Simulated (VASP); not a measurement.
# ZnS (P6_3mc) in VASP: a series of runs

The runs below take ZnS through single point, with PBEsol.

Program: VASP 6.6.1. These are calculated values, not measurements. Logs are shortened: lines on timing, memory, paths and dates and some standing lists are left out, and cuts for length are marked.

## (1) The cell of the first run

It takes space group P6_3mc (No. 186, hexagonal). The conventional cell has a = 3.733 Å, b = 3.733 Å, c = 6.107 Å, α = 90.00°, β = 90.00°, γ = 120.00°. Zn (site symmetry 3m) has 4 S at 2.27 to 2.35 Å within 3.0 Å. S (site symmetry 3m) has 4 Zn at 2.27 to 2.35 Å within 3.0 Å.

## (2) Single point, PBEsol (volume scaled by 0.94)

File INCAR:

```
ALGO = Normal
EDIFF = 1E-7
ENCUT = 520
GGA = PS
ISIF = 2
ISMEAR = -1
LASPH = True
LCHARG = False
LREAL = False
LWAVE = False
NBANDS = 26
NELM = 60
PREC = Accurate
SIGMA = 0.03
```

File KPOINTS:

```
k-points
0
Gamma
  8 8 5
```

File POSCAR:

```
ZnS
1.0
    3.7332014668      0.0000000000      0.0000000000
   -1.8666007334      3.2330473076      0.0000000000
    0.0000000000      0.0000000000      6.1067398017
Zn S
2 2
Direct
    0.3333333333      0.6666666667      0.0000000000
    0.6666666667      0.3333333333      0.5000000000
    0.3333333333      0.6666666667      0.3850000000
    0.6666666667      0.3333333333      0.8850000000
```

Potentials or basis: VASP PAW PBE potentials, release 64 (Zn, S).

The run is started by

```bash
$ cat potpaw_PBE.64/Zn/POTCAR potpaw_PBE.64/S/POTCAR > POTCAR
$ mpirun -np 1 vasp_std > vasp.out
```

OUTCAR:

```text
EDIFF = 1E-7
   ENCUT = 520
   GGA = PS
   ISIF = 2
   ISMEAR = -1
   LASPH = True
   LREAL = False
   NELM = 60
   PREC = Accurate

 ion  position               nearest neighbor table
   1  0.333  0.667  0.000-   4 2.27   4 2.27   4 2.27   3 2.35
   2  0.667  0.333  0.500-   3 2.27   3 2.27   3 2.27   4 2.35
   3  0.333  0.667  0.385-   2 2.27   2 2.27   2 2.27   1 2.35
   4  0.667  0.333  0.885-   1 2.27   1 2.27   1 2.27   2 2.35

  LATTYP: Found a hexagonal cell.
 ALAT       =     3.7332014668
 C/A-ratio  =     1.6357916539

  Lattice vectors:

 A1 = (   3.7332014668,   0.0000000000,   0.0000000000)
 A2 = (  -1.8666007334,   3.2330473076,   0.0000000000)
 A3 = (   0.0000000000,   0.0000000000,   6.1067398017)

Analysis of symmetry for initial positions (statically):
=====================================================================
 Subroutine PRICEL returns:
 Original cell was already a primitive cell.

 Routine SETGRP: Setting up the symmetry group for a
 hexagonal supercell.

 Subroutine GETGRP returns: Found 12 space group operations
 (whereof  6 operations were pure point group operations)
 out of a pool of 24 trial point group operations.

The static configuration has the point symmetry C_3v.
 The point group associated with its full space group is C_6v.

Analysis of symmetry for dynamics (positions and initial velocities):
=====================================================================
 Subroutine PRICEL returns:
 Original cell was already a primitive cell.

 Routine SETGRP: Setting up the symmetry group for a
 hexagonal supercell.

 Subroutine GETGRP returns: Found 12 space group operations
 (whereof  6 operations were pure point group operations)
 out of a pool of 24 trial point group operations.

The dynamic configuration has the point symmetry C_3v.
 The point group associated with its full space group is C_6v.

 Subroutine INISYM returns: Found 12 space group operations
 (whereof  6 operations are pure point group operations),
 and found     1 'primitive' translations

----------------------------------------------------------------------------------------

                                     Primitive cell

  volume of cell :      73.7060

  direct lattice vectors                    reciprocal lattice vectors
     3.733201467  0.000000000  0.000000000     0.267866604  0.154652856  0.000000000
    -1.866600733  3.233047308  0.000000000     0.000000000  0.309305712  0.000000000
     0.000000000  0.000000000  6.106739802     0.000000000  0.000000000  0.163753497

  length of vectors
     3.733201467  3.733201467  6.106739802     0.309305712  0.309305712  0.163753497

  position of ions in fractional coordinates (direct lattice)
     0.333333333  0.666666667  0.000000000
     0.666666667  0.333333333  0.500000000
     0.333333333  0.666666667  0.385000000
     0.666666667  0.333333333  0.885000000

  ion indices of the primitive-cell ions
   primitive index   ion index
                 1           1
                 2           2
                 3           3
                 4           4

----------------------------------------------------------------------------------------

 KPOINTS: k-points

Automatic generation of k-mesh.
 Grid dimensions read from file:
 generate k-points for:    8    8    5

 Generating k-lattice:

  Cartesian coordinates                     Fractional coordinates (reciprocal lattice)
     0.033483326  0.019331607  0.000000000     0.125000000 -0.000000000  0.000000000
     0.000000000  0.038663214  0.000000000     0.000000000  0.125000000  0.000000000
     0.000000000  0.000000000  0.032750699     0.000000000  0.000000000  0.200000000

  Length of vectors
     0.038663214  0.038663214  0.032750699

  Shift w.r.t. Gamma in fractional coordinates (k-lattice)
     0.000000000  0.000000000  0.000000000

 Subroutine IBZKPT returns following result:
 ===========================================

 Found     30 irreducible k-points:

 Following reciprocal coordinates:
            Coordinates               Weight
  0.000000  0.000000  0.000000      1.000000
  0.125000  0.000000  0.000000      6.000000
  0.250000  0.000000  0.000000      6.000000
  0.375000  0.000000  0.000000      6.000000
  0.500000  0.000000  0.000000      3.000000
  0.125000  0.125000  0.000000      6.000000
[... 16 lines left out ...]
  0.250000  0.000000  0.400000     12.000000
  0.375000  0.000000  0.400000     12.000000
 [... further k-points ...]
   k-points           NKPTS =     30   k-points in BZ     NKDIM =     30   number of bands    NBANDS=     26
   number of dos      NEDOS =    301   number of ions     NIONS =      4
   total plane-waves  NPLWV =  37632
   dimension x,y,z NGX =    28 NGY =   28 NGZ =   48
   dimension x,y,z NGXF=    56 NGYF=   56 NGZF=   96
   ions per type =               2   2
   NGX,Y,Z   is equivalent  to a cutoff of  12.47, 12.47, 13.07 a.u.
   NGXF,Y,Z  is equivalent  to a cutoff of  24.94, 24.94, 26.13 a.u.
 SYSTEM =  unknown system
   PREC   = accura    normal or accurate (medium, high low for compatibility)
   ISTART =      0    job   : 0-new  1-cont  2-samecut
   ICHARG =      2    charge: 1-file 2-atom 10-const
   ISPIN  =      1    spin polarized calculation?
   LNONCOLLINEAR =      F non collinear calculations
   LSORBIT =      F    spin-orbit coupling
   LASPH  =      T    aspherical Exc in radial PAW
   ENCUT  =  520.0 eV  38.22 Ry    6.18 a.u.   6.94  6.94 11.35*2*pi/ulx,y,z
   NELM   =     60;   NELMIN=  2; NELMDL= -5     # of ELM steps
   EDIFF  = 0.1E-06   stopping-criterion for ELM
   LREAL  =      F    real-space projection
   EDIFFG = 0.1E-05   stopping-criterion for IOM
   NSW    =      0    number of steps for IOM
   IBRION =     -1    ionic relax: 0-MD 1-quasi-New 2-CG
   NFREE  =      0    steps in history (QN), initial steepest desc. (CG)
   ISIF   =      2    stress and relaxation
   ISYM   =      2    0-nonsym 1-usesym 2-fastsym
   POTIM  = 0.5000    time-step for ionic-motion
   TEBEG  =    0.0;   TEEND  =   0.0 temperature during run
   PSTRESS=    0.0 pullay stress
   NELECT =      36.0000    total number of electrons
   NUPDOWN=      -1.0000    fix difference up-down
   EMIN   =  10.00;   EMAX   =-10.00  energy-range for DOS
   EFERMI =   0.00;   METHOD = LEGACY
   ISMEAR =    -1;   SIGMA  =   0.03  broadening in eV -4-tet -1-fermi 0-gaus
   EFERMI_NEDOS =   21; number of points for ismear=-14 and -15
   IALGO  =     38    algorithm
   IMIX   =      4    mixing-type and parameters
     AMIX     =   0.40;   BMIX     =  1.00
     AMIX_MAG =   1.60;   BMIX_MAG =  1.00
  volume/ion in A,a.u.               =      18.43       124.35
  Fermi-wavevector in a.u.,A,eV,Ry     =   1.289263  2.436353 22.615575  1.662198
  Thomas-Fermi vector in A             =   2.421166
   LORBIT       =      0    0 simple, 1 ext, 2 COOP (PROOUT), +10 PAW based schemes
   GGA     = PS    functional components
   LHFCALC =     F    Hartree Fock is set to
   AEXX    =    0.0000 exact exchange contribution
   IVDW    =     0    specifies the selected vdW correction
   LEPSILON=     F    determine dielectric tensor
   LRPA    =     F    only Hartree local field effects (RPA)
 non-spin polarized calculation
  energy-cutoff  :      520.00
  volume of cell :       73.71
 maximum number of plane-waves:      1999
 NGX is ok and might be reduce to    28
   NGX = 13   NGY = 13   NGZ = 23

 number of electron      35.9999987 magnetization

 Free energy of the ion-electron system (eV)
  ---------------------------------------------------
  ext. energy  EPLUGINS =         0.00000000
  ---------------------------------------------------
  free energy    TOTEN  =       -15.10059626 eV

  energy without entropy =      -15.10059626  energy(sigma->0) =      -15.10059626

 E-fermi :   3.3109     XC(G=0): -10.1637

 val. band max:        2.6652811409   @ k =   0.0000   0.0000   0.0000
 cond. band min:       5.0721845458   @ k =   0.0000   0.0000   0.0000
 fundamental gap:      2.4069034049
 Fermi energy:         3.3108567895

 k-point     1 :       0.0000    0.0000    0.0000
  band No.  band energies     occupation
      1     -10.9958      2.00000
      2      -9.9351      2.00000
      3      -4.0079      2.00000
      4      -4.0079      2.00000
      5      -3.9377      2.00000
      6      -3.9377      2.00000
[... 18 lines left out ...]
     25      10.2421      0.00000
     26      12.1328      0.00000

 k-point     2 :       0.1250    0.0000    0.0000
  band No.  band energies     occupation
      1     -10.8761      2.00000
      2      -9.8653      2.00000
      3      -4.0237      2.00000
      4      -3.9791      2.00000
      5      -3.9330      2.00000
      6      -3.9007      2.00000
[... 18 lines left out ...]
     25      10.7673      0.00000
     26      11.2685      0.00000

 k-point     3 :       0.2500    0.0000    0.0000
  band No.  band energies     occupation
      1     -10.5529      2.00000
      2      -9.7012      2.00000
      3      -4.0441      2.00000
      4      -3.9153      2.00000
      5      -3.9153      2.00000
      6      -3.8085      2.00000
[... 18 lines left out ...]
     25      11.1451      0.00000
     26      11.6587      0.00000

 k-point     4 :       0.3750    0.0000    0.0000
  band No.  band energies     occupation
      1     -10.1485      2.00000
      2      -9.5677      2.00000
      3      -4.0219      2.00000
      4      -3.8670      2.00000
      5      -3.8648      2.00000
      6      -3.7047      2.00000
[... 18 lines left out ...]
     25      11.4955      0.00000
     26      13.1620      0.00000
[... 496 lines left out ...]
      1     -10.5650      2.00000
      2     -10.2559      2.00000
      3      -4.0238      2.00000
      4      -3.9929      2.00000
      5      -3.9591      2.00000
      6      -3.9350      2.00000
[... 18 lines left out ...]
     25       9.9939      0.00000
     26      10.4842      0.00000

 k-point    23 :       0.2500    0.0000    0.4000
  band No.  band energies     occupation
      1     -10.2810      2.00000
      2     -10.0187      2.00000
      3      -4.0548      2.00000
      4      -4.0124      2.00000
      5      -3.8827      2.00000
      6      -3.8490      2.00000
[... 18 lines left out ...]
     25      10.6823      0.00000
     26      11.1476      0.00000

 k-point    24 :       0.3750    0.0000    0.4000
  band No.  band energies     occupation
      1      -9.9486      2.00000
      2      -9.7681      2.00000
      3      -4.0479      2.00000
      4      -4.0028      2.00000
      5      -3.8119      2.00000
      6      -3.7620      2.00000
[... 18 lines left out ...]
     25      11.9408      0.00000
     26      12.1496      0.00000

 [... further k-points ...]

------------------------ aborting loop because EDIFF is reached ----------------------------------------

  FORCE on cell =-STRESS in cart. coord.  units (eV):
  Direction    XX          YY          ZZ          XY          YZ          ZX
  --------------------------------------------------------------------------------------
  -------------------------------------------------------------------------------------
  Total        2.3266475      2.3266475      1.0154700      0.0000000      0.0000000      0.0000000
  in kB       50.5752770     50.5752770     22.0736822      0.0000000      0.0000000      0.0000000
  external PRESSURE =      41.0747454 kB  Pullay stress =       0.0000000 kB

 VOLUME and BASIS-vectors are now :
 -----------------------------------------------------------------------------
  energy-cutoff  :      520.00
  volume of cell :       73.71
      direct lattice vectors                 reciprocal lattice vectors
     3.733201467  0.000000000  0.000000000     0.267866604  0.154652856  0.000000000
    -1.866600733  3.233047308  0.000000000     0.000000000  0.309305712  0.000000000
     0.000000000  0.000000000  6.106739802     0.000000000  0.000000000  0.163753497

 POSITION                                       TOTAL-FORCE (eV/Angst)
 -----------------------------------------------------------------------------------
     -0.00000      2.15536      0.00000        -0.000000      0.000000      0.388489
      1.86660      1.07768      3.05337         0.000000      0.000000      0.388489
     -0.00000      2.15536      2.35109        -0.000000      0.000000     -0.388489
      1.86660      1.07768      5.40446        -0.000000     -0.000000     -0.388489
 -----------------------------------------------------------------------------------
    total drift:                               -0.000001     -0.000001      0.000435

  FREE ENERGIE OF THE ION-ELECTRON SYSTEM (eV)
  ---------------------------------------------------
  free  energy   TOTEN  =       -15.1005962588 eV

  energy  without entropy=      -15.1005962588  energy(sigma->0) =      -15.10059626
```

Run time: 23 s. Hardware: 1 thread of Intel Xeon 6975P-C (Granite Rapids), shared host; peak memory 0.2 GiB.

What came out:

```yaml
Free_energy: -15.1006 eV
Pressure: 4.1 GPa
Largest_force: 0.388 eV/Å
Band_gap_on_the_k_mesh: 2.41 eV, direct
```

Forces on the atoms (eV/Å):
```
Zn   0.000  0.000  0.388
Zn   0.000  0.000  0.388
S    0.000  0.000 -0.388
S    0.000  0.000 -0.388
```

Caveat: the PAW data sets were made with another functional, which shifts forces and pressure a little.

## (3) Single point, PBEsol (volume scaled by 0.96)

File INCAR:

```
SYSTEM = ZnS
ALGO     = Normal         ! electronic algorithm
EDIFF    = 1E-6           ! SCF threshold, eV
ENCUT    = 520            ! plane-wave cutoff, eV
GGA      = PS             ! functional
ISIF     = 2              ! what is computed and relaxed
ISMEAR   = -1             ! smearing method
LASPH    = .TRUE.         ! aspherical terms in the spheres
LCHARG   = .FALSE.        ! write CHGCAR
LREAL    = .FALSE.        ! projectors in reciprocal space
LWAVE    = .FALSE.        ! write WAVECAR
NBANDS   = 26             ! bands
NELM     = 80             ! most SCF steps
PREC     = Accurate       ! precision mode
SIGMA    = 0.03           ! smearing width, eV
```

File KPOINTS:

```
k-points
0
G
  8 8 5
  0 0 0
```

File POSCAR:

```
ZnS
1.0
    3.7594924842      0.0000000000      0.0000000000
   -1.8797462421      3.2558159966      0.0000000000
    0.0000000000      0.0000000000      6.1497464286
Zn S
2 2
Direct
    0.3333333333      0.6666666667      0.0000000000
    0.6666666667      0.3333333333      0.5000000000
    0.3333333333      0.6666666667      0.3850000000
    0.6666666667      0.3333333333      0.8850000000
```

Potentials or basis: VASP PAW PBE potentials, release 64 (Zn, S).

The run is started by

```bash
$ cat potpaw_PBE.64/Zn/POTCAR potpaw_PBE.64/S/POTCAR > POTCAR
$ mpirun -np 1 vasp_std > vasp.out
```

OUTCAR:

```text
SYSTEM = ZnS
   EDIFF = 1E-6
   ENCUT = 520
   GGA = PS
   ISIF = 2
   ISMEAR = -1
   LASPH = .TRUE.
   LREAL = .FALSE.
   NELM = 80
   PREC = Accurate

 ion  position               nearest neighbor table
   1  0.333  0.667  0.000-   4 2.28   4 2.28   4 2.28   3 2.37
   2  0.667  0.333  0.500-   3 2.28   3 2.28   3 2.28   4 2.37
   3  0.333  0.667  0.385-   2 2.28   2 2.28   2 2.28   1 2.37
   4  0.667  0.333  0.885-   1 2.28   1 2.28   1 2.28   2 2.37

  LATTYP: Found a hexagonal cell.
 ALAT       =     3.7594924842
 C/A-ratio  =     1.6357916539

  Lattice vectors:

 A1 = (   3.7594924842,   0.0000000000,   0.0000000000)
 A2 = (  -1.8797462421,   3.2558159966,   0.0000000000)
 A3 = (   0.0000000000,   0.0000000000,   6.1497464286)

Analysis of symmetry for initial positions (statically):
=====================================================================
 Subroutine PRICEL returns:
 Original cell was already a primitive cell.

 Routine SETGRP: Setting up the symmetry group for a
 hexagonal supercell.

 Subroutine GETGRP returns: Found 12 space group operations
 (whereof  6 operations were pure point group operations)
 out of a pool of 24 trial point group operations.

[... 169 lines left out ...]

 val. band max:        2.4538683205   @ k =   0.0000   0.0000   0.0000
 cond. band min:       4.7635681227   @ k =   0.0000   0.0000   0.0000
 fundamental gap:      2.3096998023
 Fermi energy:         3.0320378828

 k-point     1 :       0.0000    0.0000    0.0000
  band No.  band energies     occupation
      1     -11.0455      2.00000
      2     -10.0265      2.00000
      3      -4.1194      2.00000
      4      -4.1194      2.00000
      5      -4.0515      2.00000
      6      -4.0515      2.00000
[... 685 lines left out ...]
     25      11.6165      0.00000
     26      11.8937      0.00000

 [... further k-points ...]

------------------------ aborting loop because EDIFF is reached ----------------------------------------

  FORCE on cell =-STRESS in cart. coord.  units (eV):
  Direction    XX          YY          ZZ          XY          YZ          ZX
  --------------------------------------------------------------------------------------
  -------------------------------------------------------------------------------------
  Total        1.4249336      1.4249336      0.2585201      0.0000000      0.0000000      0.0000000
  in kB       30.3290588     30.3290588      5.5024819      0.0000000      0.0000000      0.0000000
  external PRESSURE =      22.0535332 kB  Pullay stress =       0.0000000 kB

 VOLUME and BASIS-vectors are now :
 -----------------------------------------------------------------------------
  energy-cutoff  :      520.00
  volume of cell :       75.27
      direct lattice vectors                 reciprocal lattice vectors
     3.759492484  0.000000000  0.000000000     0.265993350  0.153571332  0.000000000
    -1.879746242  3.255815997  0.000000000     0.000000000  0.307142664  0.000000000
     0.000000000  0.000000000  6.149746429     0.000000000  0.000000000  0.162608331

 POSITION                                       TOTAL-FORCE (eV/Angst)
 -----------------------------------------------------------------------------------
     -0.00000      2.17054      0.00000         0.000000     -0.000000      0.359966
      1.87975      1.08527      3.07487        -0.000000      0.000000      0.359966
     -0.00000      2.17054      2.36765         0.000000     -0.000000     -0.359966
      1.87975      1.08527      5.44253        -0.000000      0.000000     -0.359966
 -----------------------------------------------------------------------------------
    total drift:                               -0.000001     -0.000001      0.000860

  FREE ENERGIE OF THE ION-ELECTRON SYSTEM (eV)
  ---------------------------------------------------
  free  energy   TOTEN  =       -15.1315177965 eV

  energy  without entropy=      -15.1315177964  energy(sigma->0) =      -15.13151780
```

Wall time 18 s (1 thread of Intel Xeon 6975P-C (Granite Rapids), shared host); peak memory 0.2 GiB.

Results:

```
Free energy            : -15.1315 eV
Pressure               : 2.2 GPa
Largest force          : 0.360 eV/Å
Band gap on the k mesh : 2.31 eV, direct
```

Forces on the atoms (eV/Å):
```
Zn   0.000  0.000  0.360
Zn   0.000  0.000  0.360
S    0.000  0.000 -0.360
S    0.000  0.000 -0.360
```

Stress tensor (GPa, compression positive):
```
3.03 0.00 0.00
0.00 3.03 0.00
0.00 0.00 0.55
```

Caveat: the PAW data sets were made with another functional, which shifts forces and pressure a little.
